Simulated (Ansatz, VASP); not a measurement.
# One calculation of Te2Mo, two programs

INCAR

```
SYSTEM = Te2Mo
ALGO     = Normal         ! electronic algorithm
EDIFF    = 1E-7           ! SCF threshold, eV
ENCUT    = 520            ! plane-wave cutoff, eV
GGA      = PS             ! functional
ISIF     = 2              ! what is computed and relaxed
ISMEAR   = -1             ! smearing method
LASPH    = .True.         ! aspherical terms in the spheres
LCHARG   = .True.         ! write CHGCAR
LELF     = .True.         ! ELF
LREAL    = .False.        ! projectors in reciprocal space
LVHAR    = .True.       
LWAVE    = .False.        ! write WAVECAR
NBANDS   = 20             ! bands
NELM     = 100            ! most SCF steps
PREC     = Accurate       ! precision mode
SIGMA    = 0.05           ! smearing width, eV
```

KPOINTS

```
k-points
0
Gamma
  9 9 2
  0 0 0
```

Contents of POSCAR:

```
Te2Mo
1.0
    3.5602328140      0.0000000000      0.0000000000
   -1.7801164070      3.0832520603      0.0000000000
    0.0000000000      0.0000000000     17.5240578200
Te Mo
2 1
Direct
    0.3333333333      0.6666666667      0.1021445500
    0.3333333333      0.6666666667      0.8978554500
    0.0000000000      0.0000000000      0.0000000000
```

The input input.yaml:

```yaml
crystal:
  lattice:
    - [3.560232814, 0.0, 0.0]
    - [-1.780116407, 3.0832520603, 0.0]
    - [0.0, 0.0, 17.52405782]
  atoms:
    - { symbol: Te, position: [0.3333333333, 0.6666666667, 0.10214455] }
    - { symbol: Te, position: [0.3333333333, 0.6666666667, 0.89785545] }
    - { symbol: Mo, position: [0.0, 0.0, 0.0] }
hamiltonian:
  xc: pbesol
  pseudopotentials: { kind: paw }
kpoints:
  mp_grid: { grid: [9, 9, 2] }
  band_path:
    path:
      - [[0.0, 0.0, 0.0], [0.5, 0.0, 0.0], [0.3333333333, 0.3333333333, 0.0], [0.0, 0.0, 0.0], [0.0, 0.0, 0.5], [0.5, 0.0, 0.5], [0.3333333333, 0.3333333333, 0.5], [0.0, 0.0, 0.5]]
      - [[0.5, 0.0, 0.5], [0.5, 0.0, 0.0]]
      - [[0.3333333333, 0.3333333333, 0.0], [0.3333333333, 0.3333333333, 0.5]]
    npoints: 14
scf:
  occupations: { method: fermi_dirac, width: 0.05 }
  n_extra_bands: 7
output:
  forces: true
  stress: true
  eigenvalues: true
  fatbands: false
```

Alike in both runs: functional PBEsol; k mesh 9 × 9 × 2; occupations fermi-dirac, width 0.05 eV; no spin polarisation.

```csv
,VASP,Ansatz
version,VASP 6.6.1,Ansatz 0.2.0
potentials or method,"VASP PAW PBE potentials, release 64 (Te, Mo_sv)",Ansatz PAW
plane-wave cutoff (eV),520,420
valence electrons in the cell,26,46
task,single point,band structure
```

```csv
,VASP,Ansatz,Ansatz less VASP
gap on the k mesh at the Fermi level (eV),1.05,1.05,+0.001
least direct gap on the mesh (eV),1.05,1.05,+0.001
rms of the force components (eV/Å),0.069,0.082,+0.0137
```

VASP's potentials were made for PBE, not for PBEsol. Atom by atom the forces differ by 0.014 eV/Å (rms over components). With one functional, cell and mesh, what is left measures potentials, basis and numerics. VASP's potentials hold 26 valence electrons a cell and Ansatz's 46, so a difference there can come from the potentials and not from the codes.

Neither program's run includes spin-orbit coupling.
